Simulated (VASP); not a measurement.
Write the native input for VASP 6.6.1 that does the following.

* Task: relaxation of cell and atoms
* Functional: PBE
* Potentials or basis: VASP PAW PBE potentials, release 64 (Sc_sv, B, Au)
* Cutoff: 600 eV
* k mesh: 3 × 3 × 4
* Occupations: gaussian, width 0.1 eV
* Spin: no spin polarisation
* Dipole correction: no
* Further INCAR settings: ALGO = Fast; EDIFF = 1e-07; IBRION = 2; EDIFFG = -0.04; NSW = 90; ISIF = 3

The structure of Sc3BAu lies in POSCAR:

```
Sc3BAu
1.0
    7.0042500000      0.0000000000      0.0000000000
   -3.5021250000      6.0658584300      0.0000000000
    0.0000000000      0.0000000000      5.8835700000
Sc B Au
6 2 2
Direct
    0.8333333300      0.6666666700      0.7500000000
    0.3333333300      0.1666666700      0.7500000000
    0.8333333300      0.1666666700      0.7500000000
    0.1666666700      0.3333333300      0.2500000000
    0.6666666700      0.8333333300      0.2500000000
    0.1666666700      0.8333333300      0.2500000000
    0.0000000000      0.0000000000      0.0000000000
    0.0000000000      0.0000000000      0.5000000000
    0.3333333300      0.6666666700      0.7500000000
    0.6666666700      0.3333333300      0.2500000000
```

The input as run:

INCAR

```
  ALGO = Fast
  EDIFF = 1E-7
  EDIFFG = -0.04
  ENCUT = 600
  GGA = PE
  IBRION = 2
  ISIF = 3
  ISMEAR = 0
  LASPH = True
  LCHARG = False
  LREAL = False
  LWAVE = False
  NELM = 80
  NSW = 90
  PREC = Accurate
  SIGMA = 0.1
```

KPOINTS

```
k-points
0
Gamma
  3 3 4
```

Potentials or basis: VASP PAW PBE potentials, release 64 (Sc_sv, B, Au).

Command:

```console
$ cat potpaw_PBE.64/Sc_sv/POTCAR potpaw_PBE.64/B/POTCAR potpaw_PBE.64/Au/POTCAR > POTCAR
$ mpirun -np 1 vasp_std > vasp.out
```

Results of the run:

- Relaxed volume: 18.58 Å³/atom
- Relaxed cell: a = 6.819 Å, b = 6.819 Å, c = 4.615 Å, α = 90.00°, β = 90.00°, γ = 120.00°
- Space group after relaxing (to 0.1 Å): P6_3/mmc (No. 194)
- Energy gained by relaxing: 336.3 meV/atom
- Ionic steps: 23
- Pressure after relaxing: 0.0 GPa
- Largest force after relaxing: 0.003 eV/Å
- Band gap on the k mesh: zero (bands 47 and 48 overlap by 0.43 eV)

Caveat: the volume moved by over 15 % at a fixed basis, so the end points are rough; spin-orbit coupling is left out, which moves the levels of the heavy elements.

Wall time 41 min on 1 thread of AMD EPYC 9R45 96-Core Processor (Zen 5), on a shared host, peak memory 0.47 GiB.
